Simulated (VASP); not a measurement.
# HfSiF (P-6m2) in VASP: single point with PBE

Aim: the single point of HfSiF with PBE.

All numbers are computed with VASP 6.6.1; they aren't measurements. Logs are shortened: lines on timing, memory, paths and dates and some standing lists are left out, and cuts for length are marked.

### Step 1. The cell of the first run

It takes space group P-6m2 (No. 187, hexagonal). The conventional cell has a = 3.813 Å, b = 3.813 Å, c = 3.813 Å, α = 90.00°, β = 90.00°, γ = 120.00°. Within 3.9 Å of Hf (site symmetry -6m2) lie 6 Si at 2.91 Å and 6 F at 2.91 Å and 8 Hf at 3.81 Å. Within 3.0 Å of Si (site symmetry -6m2) lie 3 F at 2.20 Å and 6 Hf at 2.91 Å. F (site symmetry -6m2) has 3 Si at 2.20 Å and 6 Hf at 2.91 Å within 3.0 Å.

The cell was built from a structure type or drawn by symmetry, and may not be a known phase.

### Step 2. Single point, PBE

INCAR

```
  ALGO = Normal
  EDIFF = 1E-6
  ENCUT = 600
  GGA = PE
  GGA_COMPAT = F
  ISIF = 2
  ISMEAR = 0
  LASPH = T
  LCHARG = F
  LREAL = F
  LWAVE = F
  NBANDS = 18
  NELM = 120
  PREC = Accurate
  SIGMA = 0.1
```

KPOINTS

```
k-points
0
Gamma
  6 6 4
```

POSCAR

```
HfSiF
1.0
    3.8125952900      0.0000000000      0.0000000000
   -1.9062976400      3.3018043700      0.0000000000
    0.0000000000      0.0000000000      3.8132592500
Hf Si F
1 1 1
Direct
    0.0000000000      0.0000000000      0.0000000000
    0.6666666700      0.3333333300      0.5000000000
    0.3333333300      0.6666666700      0.5000000000
```

Potentials or basis: VASP PAW PBE potentials, release 64 (Hf_pv, Si, F).

Run with:

```console
$ cat potpaw_PBE.64/Hf_pv/POTCAR potpaw_PBE.64/Si/POTCAR potpaw_PBE.64/F/POTCAR > POTCAR
$ mpirun -np 1 vasp_std > vasp.out
```

OUTCAR:

```text
EDIFF = 1E-6
   ENCUT = 600
   GGA = PE
   ISIF = 2
   ISMEAR = 0
   LASPH = T
   LREAL = F
   NELM = 120
   PREC = Accurate

 ion  position               nearest neighbor table
   1  0.000  0.000  0.000-   2 2.91   2 2.91   2 2.91   2 2.91   2 2.91   2 2.91
   2  0.667  0.333  0.500-   3 2.20   3 2.20   3 2.20   1 2.91   1 2.91   1 2.91   1 2.91   1 2.91
                             1 2.91
   3  0.333  0.667  0.500-   2 2.20   2 2.20   2 2.20

  LATTYP: Found a hexagonal cell.
 ALAT       =     3.8125952900
 C/A-ratio  =     1.0001741491

  Lattice vectors:

 A1 = (   3.8125952900,   0.0000000000,   0.0000000000)
 A2 = (  -1.9062976400,   3.3018043700,   0.0000000000)
 A3 = (   0.0000000000,   0.0000000000,   3.8132592500)

Analysis of symmetry for initial positions (statically):
=====================================================================
 Subroutine PRICEL returns:
 Original cell was already a primitive cell.

 Routine SETGRP: Setting up the symmetry group for a
 hexagonal supercell.

 Subroutine GETGRP returns: Found 12 space group operations
 (whereof 12 operations were pure point group operations)
 out of a pool of 24 trial point group operations.

The static configuration has the point symmetry D_3h.

Analysis of symmetry for dynamics (positions and initial velocities):
=====================================================================
 Subroutine PRICEL returns:
 Original cell was already a primitive cell.

 Routine SETGRP: Setting up the symmetry group for a
 hexagonal supercell.

 Subroutine GETGRP returns: Found 12 space group operations
 (whereof 12 operations were pure point group operations)
 out of a pool of 24 trial point group operations.

The dynamic configuration has the point symmetry D_3h.

 Subroutine INISYM returns: Found 12 space group operations
 (whereof 12 operations are pure point group operations),
 and found     1 'primitive' translations

----------------------------------------------------------------------------------------

                                     Primitive cell

  volume of cell :      48.0030

  direct lattice vectors                    reciprocal lattice vectors
     3.812595290  0.000000000  0.000000000     0.262288526  0.151432351  0.000000000
    -1.906297640  3.301804370  0.000000000     0.000000000  0.302864703  0.000000000
[... 81 lines left out ...]
   ENCUT  =  600.0 eV  44.10 Ry    6.64 a.u.   7.61  7.61  7.62*2*pi/ulx,y,z
   NELM   =    120;   NELMIN=  2; NELMDL= -5     # of ELM steps
   EDIFF  = 0.1E-05   stopping-criterion for ELM
   LREAL  =      F    real-space projection
   EDIFFG = 0.1E-04   stopping-criterion for IOM
   NSW    =      0    number of steps for IOM
   IBRION =     -1    ionic relax: 0-MD 1-quasi-New 2-CG
   NFREE  =      0    steps in history (QN), initial steepest desc. (CG)
   ISIF   =      2    stress and relaxation
   ISYM   =      2    0-nonsym 1-usesym 2-fastsym
   POTIM  = 0.5000    time-step for ionic-motion
   TEBEG  =    0.0;   TEEND  =   0.0 temperature during run
   PSTRESS=    0.0 pullay stress
   NELECT =      21.0000    total number of electrons
   NUPDOWN=      -1.0000    fix difference up-down
   EMIN   =  10.00;   EMAX   =-10.00  energy-range for DOS
   EFERMI =   0.00;   METHOD = LEGACY
   ISMEAR =     0;   SIGMA  =   0.10  broadening in eV -4-tet -1-fermi 0-gaus
   EFERMI_NEDOS =   21; number of points for ismear=-14 and -15
   IALGO  =     38    algorithm
   IMIX   =      4    mixing-type and parameters
     AMIX     =   0.40;   BMIX     =  1.00
     AMIX_MAG =   1.60;   BMIX_MAG =  1.00
  volume/ion in A,a.u.               =      16.00       107.98
  Fermi-wavevector in a.u.,A,eV,Ry     =   1.242773  2.348500 21.013990  1.544485
  Thomas-Fermi vector in A             =   2.377113
   LORBIT       =      0    0 simple, 1 ext, 2 COOP (PROOUT), +10 PAW based schemes
   GGA     = PE    functional components
   LHFCALC =     F    Hartree Fock is set to
   AEXX    =    0.0000 exact exchange contribution
   IVDW    =     0    specifies the selected vdW correction
   LEPSILON=     F    determine dielectric tensor
   LRPA    =     F    only Hartree local field effects (RPA)
 non-spin polarized calculation
 Gauss-broadening in eV      SIGMA  =   0.10
  energy-cutoff  :      600.00
  volume of cell :       48.00
 maximum number of plane-waves:      1620
   NGX = 15   NGY = 15   NGZ = 15

 number of electron      21.0000015 magnetization

 Free energy of the ion-electron system (eV)
  ---------------------------------------------------
  ext. energy  EPLUGINS =         0.00000000
  ---------------------------------------------------
  free energy    TOTEN  =       -17.85683814 eV

  energy without entropy =      -17.84130484  energy(sigma->0) =      -17.84907149

 E-fermi :   6.2541     XC(G=0): -10.8909

 val. band max:        6.2089713793   @ k =   0.1667   0.1667   0.2500
 cond. band min:       6.2948515461   @ k =   0.1667  -0.0000   0.0000
 fundamental gap:      0.0858801669
 Fermi energy:         6.2541422232

 k-point     1 :       0.0000    0.0000    0.0000
  band No.  band energies     occupation
      1     -25.4602      2.00000
      2     -25.4602      2.00000
      3     -25.2893      2.00000
      4     -19.2050      2.00000
      5      -2.3849      2.00000
      6      -1.2803      2.00000
[... 418 lines left out ...]
      5      -3.4396      2.00000
      6      -1.9177      2.00000
[... 10 lines left out ...]
     17      11.2354      0.00000
     18      13.5530      0.00000

------------------------ aborting loop because EDIFF is reached ----------------------------------------

  FORCE on cell =-STRESS in cart. coord.  units (eV):
  Direction    XX          YY          ZZ          XY          YZ          ZX
  --------------------------------------------------------------------------------------
  -------------------------------------------------------------------------------------
  Total        1.6679863      1.6679863     -2.4950404      0.0000000     -0.0000000      0.0000000
  in kB       55.6717263     55.6717261    -83.2759877      0.0000001     -0.0000000      0.0000000
  external PRESSURE =       9.3558216 kB  Pullay stress =       0.0000000 kB

 VOLUME and BASIS-vectors are now :
 -----------------------------------------------------------------------------
  energy-cutoff  :      600.00
  volume of cell :       48.00
      direct lattice vectors                 reciprocal lattice vectors
     3.812595290  0.000000000  0.000000000     0.262288526  0.151432351  0.000000000
    -1.906297640  3.301804370  0.000000000     0.000000000  0.302864703  0.000000000
     0.000000000  0.000000000  3.813259250     0.000000000  0.000000000  0.262242857

 POSITION                                       TOTAL-FORCE (eV/Angst)
 -----------------------------------------------------------------------------------
      0.00000      0.00000      0.00000         0.000000     -0.000000      0.000000
      1.90630      1.10060      1.90663         0.000000     -0.000000      0.000000
     -0.00000      2.20120      1.90663        -0.000000      0.000000      0.000000
 -----------------------------------------------------------------------------------
    total drift:                                0.000037     -0.000022     -0.000000

  FREE ENERGIE OF THE ION-ELECTRON SYSTEM (eV)
  ---------------------------------------------------
  free  energy   TOTEN  =       -17.8568381403 eV

  energy  without entropy=      -17.8413048438  energy(sigma->0) =      -17.84907149
```

OSZICAR:

```text
N       E                     dE             d eps       ncg     rms          rms(c)
DAV:   1     0.818892022555E+02    0.81889E+02   -0.11559E+04   756   0.119E+03
DAV:   2    -0.151196260240E+02   -0.97009E+02   -0.94314E+02  1006   0.256E+02
DAV:   3    -0.194895677637E+02   -0.43699E+01   -0.43101E+01   914   0.436E+01
DAV:   4    -0.195190077261E+02   -0.29440E-01   -0.29427E-01   936   0.422E+00
DAV:   5    -0.195192228312E+02   -0.21511E-03   -0.21510E-03   900   0.349E-01    0.284E+01
DAV:   6    -0.179671613928E+02    0.15521E+01   -0.67787E+00   810   0.162E+01    0.179E+01
DAV:   7    -0.178902432047E+02    0.76918E-01   -0.71098E-01   866   0.716E+00    0.105E+01
DAV:   8    -0.178600336276E+02    0.30210E-01   -0.15324E-01   884   0.262E+00    0.706E-01
DAV:   9    -0.178569583707E+02    0.30753E-02   -0.31482E-02   798   0.852E-01    0.769E-01
DAV:  10    -0.178569070866E+02    0.51284E-04   -0.68300E-04   832   0.180E-01    0.355E-01
DAV:  11    -0.178568420713E+02    0.65015E-04   -0.51693E-04   790   0.939E-02    0.178E-01
DAV:  12    -0.178568395002E+02    0.25710E-05   -0.54042E-05   848   0.377E-02    0.227E-02
DAV:  13    -0.178568381461E+02    0.13541E-05   -0.24516E-06   708   0.124E-02    0.139E-02
DAV:  14    -0.178568381403E+02    0.57903E-08   -0.48334E-07   410   0.438E-03
   1 F= -.17856838E+02 E0= -.17849071E+02  d E =-.155333E-01
```

It took 21 s on 1 thread of Intel Xeon Platinum 8488C (Sapphire Rapids), shared host; peak memory 0.18 GiB.

Results:

```
Free energy            : -17.8568 eV
Pressure               : 0.9 GPa
Band gap on the k mesh : zero (an odd number of electrons rules out a gap without spin polarisation)
```

Stress tensor (GPa, compression positive):
```
 5.57  0.00  0.00
 0.00  5.57  0.00
 0.00  0.00 -8.33
```

Levels at points of the mesh, in eV from the Fermi level:
```
           k point  band 7  band 8  band 9  band 10  band 11  band 12  band 13  band 14  band 15  band 16
(0.00, 0.00, 0.00)   -7.53   -6.92   -1.77    -0.33    -0.33     1.32     1.94     1.94     3.58     3.71
(0.50, 0.00, 0.00)   -6.90   -4.82   -2.52    -1.01    -0.50     1.31     1.60     3.07     4.00     4.54
(0.00, 0.00, 0.50)   -7.44   -6.55   -3.42    -0.59    -0.59     0.11     0.11     2.52     5.94     5.94
(0.50, 0.00, 0.50)   -7.31   -4.24   -3.82    -0.12     0.30     1.27     2.59     2.70     3.35     3.70
```

Caveat: the k points lie up to 0.41 Å⁻¹ apart, too coarse for converged energies and pressures of a metal; spin-orbit coupling is left out, which moves the levels of the heavy elements; an odd number of electrons without spin polarisation forces a metal; a magnetic or distorted state may lie lower.
